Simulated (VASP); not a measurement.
# Si (P6/mmm) in VASP: notebook, part 2 of 2

VASP 6.6.1. The steps go on from the part before.

**3. Relaxation of shape and atoms at fixed volume, r2SCAN (13.14 Å³/atom)**

This run uses another cell than the first one, of 13.14 Å³/atom.

Input file POSCAR:

```
Si
1.0
    2.5147088735      0.0000000000      0.0000000000
   -1.2573544367      2.1778017676      0.0000000000
    0.0000000000      0.0000000000      2.3985576819
Si
1
Direct
    0.0000000000      0.0000000000      0.0000000000
```

Input file INCAR.step1:

```
  ALGO = Normal
  EDIFF = 1E-4
  ENCUT = 600
  GGA = PE
  ISMEAR = 0
  LASPH = T
  LCHARG = F
  LREAL = F
  LWAVE = T
  NELM = 60
  PREC = Accurate
  SIGMA = 0.1
```

Input file INCAR.step2:

```
  ALGO = Normal
  EDIFF = 1E-6
  EDIFFG = -0.01
  ENCUT = 600
  IBRION = 2
  ISIF = 4
  ISMEAR = 0
  ISTART = 1
  LASPH = T
  LCHARG = F
  LMIXTAU = T
  LREAL = F
  LWAVE = F
  METAGGA = R2SCAN
  NELM = 60
  NSW = 50
  PREC = Accurate
  SIGMA = 0.1
```

Input file KPOINTS:

```
k-points
0
Gamma
  18 18 16
```

Potentials or basis: VASP PAW PBE potentials, release 64 (Si).

The run is started by

```
cat potpaw_PBE.64/Si/POTCAR > POTCAR
cp INCAR.step1 INCAR
mpirun -np 1 vasp_std > vasp.out
cp INCAR.step2 INCAR
mpirun -np 1 vasp_std > vasp.out
```

OUTCAR:

```text
EDIFF = 1E-6
   EDIFFG = -0.01
   ENCUT = 600
   IBRION = 2
   ISIF = 4
   ISMEAR = 0
   ISTART = 1
   LASPH = T
   LREAL = F
   METAGGA = R2SCAN
   NELM = 60
   NSW = 50
   PREC = Accurate

 ion  position               nearest neighbor table
   1  0.000  0.000  0.000-

  LATTYP: Found a hexagonal cell.
 ALAT       =     2.5147088735
 C/A-ratio  =     0.9538112770

  Lattice vectors:

 A1 = (   2.5147088735,   0.0000000000,   0.0000000000)
 A2 = (  -1.2573544367,   2.1778017676,   0.0000000000)
 A3 = (   0.0000000000,   0.0000000000,   2.3985576819)

Analysis of symmetry for initial positions (statically):
=====================================================================
 Subroutine PRICEL returns:
 Original cell was already a primitive cell.

 Routine SETGRP: Setting up the symmetry group for a
 hexagonal supercell.

 Subroutine GETGRP returns: Found 24 space group operations
 (whereof 24 operations were pure point group operations)
 out of a pool of 24 trial point group operations.

The static configuration has the point symmetry D_6h.

Analysis of symmetry for dynamics (positions and initial velocities):
=====================================================================
 Subroutine PRICEL returns:
 Original cell was already a primitive cell.

 Routine SETGRP: Setting up the symmetry group for a
 hexagonal supercell.

 Subroutine GETGRP returns: Found 24 space group operations
 (whereof 24 operations were pure point group operations)
 out of a pool of 24 trial point group operations.

The dynamic configuration has the point symmetry D_6h.

 Subroutine INISYM returns: Found 24 space group operations
 (whereof 24 operations are pure point group operations),
 and found     1 'primitive' translations

----------------------------------------------------------------------------------------

                                     Primitive cell

  volume of cell :      13.1358

  direct lattice vectors                    reciprocal lattice vectors
     2.514708874  0.000000000  0.000000000     0.397660346  0.229589308  0.000000000
    -1.257354437  2.177801768  0.000000000     0.000000000  0.459178615  0.000000000
     0.000000000  0.000000000  2.398557682     0.000000000  0.000000000  0.416917220

  length of vectors
     2.514708874  2.514708873  2.398557682     0.459178615  0.459178615  0.416917220

  position of ions in fractional coordinates (direct lattice)
     0.000000000  0.000000000  0.000000000

  ion indices of the primitive-cell ions
   primitive index   ion index
                 1           1

----------------------------------------------------------------------------------------

 KPOINTS: k-points

Automatic generation of k-mesh.
 Grid dimensions read from file:
 generate k-points for:   18   18   16

 Generating k-lattice:

  Cartesian coordinates                     Fractional coordinates (reciprocal lattice)
     0.022092241  0.012754962  0.000000000     0.055555556  0.000000000  0.000000000
     0.000000000  0.025509923  0.000000000     0.000000000  0.055555556  0.000000000
     0.000000000  0.000000000  0.026057326     0.000000000  0.000000000  0.062500000

  Length of vectors
     0.025509923  0.025509923  0.026057326

  Shift w.r.t. Gamma in fractional coordinates (k-lattice)
     0.000000000  0.000000000  0.000000000

 Subroutine IBZKPT returns following result:
 ===========================================

 Found    333 irreducible k-points:

 Following reciprocal coordinates:
            Coordinates               Weight
  0.000000  0.000000  0.000000      1.000000
  0.055556  0.000000  0.000000      6.000000
  0.111111  0.000000  0.000000      6.000000
  0.166667 -0.000000  0.000000      6.000000
  0.222222  0.000000  0.000000      6.000000
  0.277778 -0.000000  0.000000      6.000000
[... 16 lines left out ...]
  0.333333  0.111111  0.000000     12.000000
  0.388889  0.111111  0.000000     12.000000
 [... further k-points ...]
   k-points           NKPTS =    333   k-points in BZ     NKDIM =    333   number of bands    NBANDS=      6
   number of dos      NEDOS =    301   number of ions     NIONS =      1
   total plane-waves  NPLWV =   8000
   dimension x,y,z NGX =    20 NGY =   20 NGZ =   20
   dimension x,y,z NGXF=    40 NGYF=   40 NGZF=   40
   ions per type =               1
   NGX,Y,Z   is equivalent  to a cutoff of  13.22, 13.22, 13.86 a.u.
   NGXF,Y,Z  is equivalent  to a cutoff of  26.44, 26.44, 27.72 a.u.
 SYSTEM =  unknown system
   PREC   = accura    normal or accurate (medium, high low for compatibility)
   ISTART =      1    job   : 0-new  1-cont  2-samecut
   ICHARG =      0    charge: 1-file 2-atom 10-const
   ISPIN  =      1    spin polarized calculation?
   LNONCOLLINEAR =      F non collinear calculations
   LSORBIT =      F    spin-orbit coupling
   LASPH  =      T    aspherical Exc in radial PAW
   ENCUT  =  600.0 eV  44.10 Ry    6.64 a.u.   5.02  5.02  4.79*2*pi/ulx,y,z
   NELM   =     60;   NELMIN=  2; NELMDL=  0     # of ELM steps
   EDIFF  = 0.1E-05   stopping-criterion for ELM
   LREAL  =      F    real-space projection
   EDIFFG = -.1E-01   stopping-criterion for IOM
   NSW    =     50    number of steps for IOM
   IBRION =      2    ionic relax: 0-MD 1-quasi-New 2-CG
   NFREE  =      1    steps in history (QN), initial steepest desc. (CG)
   ISIF   =      4    stress and relaxation
   ISYM   =      2    0-nonsym 1-usesym 2-fastsym
   POTIM  = 0.5000    time-step for ionic-motion
   TEBEG  =    0.0;   TEEND  =   0.0 temperature during run
   PSTRESS=    0.0 pullay stress
   NELECT =       4.0000    total number of electrons
   NUPDOWN=      -1.0000    fix difference up-down
   EMIN   =  10.00;   EMAX   =-10.00  energy-range for DOS
   EFERMI =   0.00;   METHOD = LEGACY
   ISMEAR =     0;   SIGMA  =   0.10  broadening in eV -4-tet -1-fermi 0-gaus
   EFERMI_NEDOS =   21; number of points for ismear=-14 and -15
   IALGO  =     38    algorithm
   IMIX   =      4    mixing-type and parameters
     AMIX     =   0.40;   BMIX     =  1.00
     AMIX_MAG =   1.60;   BMIX_MAG =  1.00
  volume/ion in A,a.u.               =      13.14        88.64
  Fermi-wavevector in a.u.,A,eV,Ry     =   1.101394  2.081333 16.504806  1.213069
  Thomas-Fermi vector in A             =   2.237821
   LORBIT       =      0    0 simple, 1 ext, 2 COOP (PROOUT), +10 PAW based schemes
   METAGGA = R2SCAN    functional components
   LHFCALC =     F    Hartree Fock is set to
   AEXX    =    0.0000 exact exchange contribution
   IVDW    =     0    specifies the selected vdW correction
   LEPSILON=     F    determine dielectric tensor
   LRPA    =     F    only Hartree local field effects (RPA)
 conjugate gradient relaxation of ions
 non-spin polarized calculation
 Gauss-broadening in eV      SIGMA  =   0.10
  energy-cutoff  :      600.00
  volume of cell :       13.14
 maximum number of plane-waves:       450
 NGX is ok and might be reduce to    20
   NGX =  9   NGY =  9   NGZ =  9

--------------------------------------- Ionic step        1  -------------------------------------------

 number of electron       4.0000000 magnetization

 Free energy of the ion-electron system (eV)
  ---------------------------------------------------
  ext. energy  EPLUGINS =         0.00000000
  ---------------------------------------------------
  free energy    TOTEN  =        -8.23427148 eV

  energy without entropy =       -8.23245357  energy(sigma->0) =       -8.23336253

------------------------ aborting loop because EDIFF is reached ----------------------------------------

  FORCE on cell =-STRESS in cart. coord.  units (eV):
  Direction    XX          YY          ZZ          XY          YZ          ZX
  --------------------------------------------------------------------------------------
  -------------------------------------------------------------------------------------
  Total        1.5419651      1.5419651      1.5866533      0.0000000     -0.0000000      0.0000000
  in kB      188.0740569    188.0740569    193.5246917      0.0000000     -0.0000000      0.0000000
  external PRESSURE =     189.8909352 kB  Pullay stress =       0.0000000 kB
[... 57 lines left out ...]
--------------------------------------- Ionic step        3  -------------------------------------------

 number of electron       4.0000000 magnetization

 Free energy of the ion-electron system (eV)
  ---------------------------------------------------
  ext. energy  EPLUGINS =         0.00000000
  ---------------------------------------------------
  free energy    TOTEN  =        -8.23428762 eV

  energy without entropy =       -8.23248798  energy(sigma->0) =       -8.23338780

 E-fermi :  11.2356     XC(G=0): -12.1659

 val. band max:       11.2324800808   @ k =   0.2222   0.1111   0.2500
 cond. band min:      11.2451547524   @ k =   0.3889   0.0556   0.4375
 fundamental gap:      0.0126746716
 Fermi energy:        11.2356298731

 k-point     1 :       0.0000    0.0000    0.0000
  band No.  band energies     occupation
      1      -4.7951      2.00000
      2      19.0046      0.00000
      3      19.9627      0.00000
      4      23.9515      0.00000
      5      23.9515      0.00000
      6      24.8653      0.00000
[... 199 lines left out ...]
 k-point    24 :       0.3889    0.1111    0.0000
  band No.  band energies     occupation
      1       1.7782      2.00000
      2       5.2218      2.00000
      3      13.5096      0.00000
      4      22.5691      0.00000
      5      25.4984      0.00000
      6      28.7536      0.00000

 [... further k-points ...]
[... 5 lines left out ...]
  --------------------------------------------------------------------------------------
  -------------------------------------------------------------------------------------
  Total        1.5553344      1.5553344      1.5563790      0.0000000      0.0000000      0.0000000
  in kB      189.7047178    189.7047178    189.8321305      0.0000000      0.0000000      0.0000000
  external PRESSURE =     189.7471887 kB  Pullay stress =       0.0000000 kB
[... 16 lines left out ...]
  FREE ENERGIE OF THE ION-ELECTRON SYSTEM (eV)
  ---------------------------------------------------
  free  energy   TOTEN  =        -8.2342876232 eV

  energy  without entropy=       -8.2324879788  energy(sigma->0) =       -8.23338780

 reached required accuracy - stopping structural energy minimisation
```

OUTCAR.step1:

```text
EDIFF = 1E-4
   ENCUT = 600
   GGA = PE
   ISMEAR = 0
   LASPH = T
[... 433 lines left out ...]

 POSITION                                       TOTAL-FORCE (eV/Angst)
 -----------------------------------------------------------------------------------
      0.00000      0.00000      0.00000        -0.000000      0.000000      0.000000
 -----------------------------------------------------------------------------------
    total drift:                                0.000000     -0.000000     -0.000000

  FREE ENERGIE OF THE ION-ELECTRON SYSTEM (eV)
  ---------------------------------------------------
  free  energy   TOTEN  =        -5.0089685220 eV

  energy  without entropy=       -5.0071879114  energy(sigma->0) =       -5.00807822
```

It took 1.8 min on 1 thread of AMD EPYC 9R45 (Zen 5), shared host; peak memory 0.11 GiB.

Results:

```
Free energy               : -8.2343 eV
Energy gained by relaxing : 0.0 meV/atom
Ionic steps               : 3
Pressure after relaxing   : 19.0 GPa
Band gap on the k mesh    : zero (bands 2 and 3 overlap by 13.22 eV)
```

Final structure:
```cif
data_structure
_symmetry_space_group_name_H-M 'P 1'
_symmetry_Int_Tables_number 1
_cell_length_a 2.5138
_cell_length_b 2.5138
_cell_length_c 2.4003
_cell_angle_alpha 90.000
_cell_angle_beta 90.000
_cell_angle_gamma 120.000
_cell_volume 13.14
loop_
_atom_site_label
_atom_site_type_symbol
_atom_site_fract_x
_atom_site_fract_y
_atom_site_fract_z
_atom_site_occupancy
Si1 Si 0.00000 0.00000 0.00000 1
```

Caveat: the PAW data sets were made with another functional, which shifts forces and pressure a little.

The gap in the log of VASP goes by the Fermi energy; the results here count the filled bands.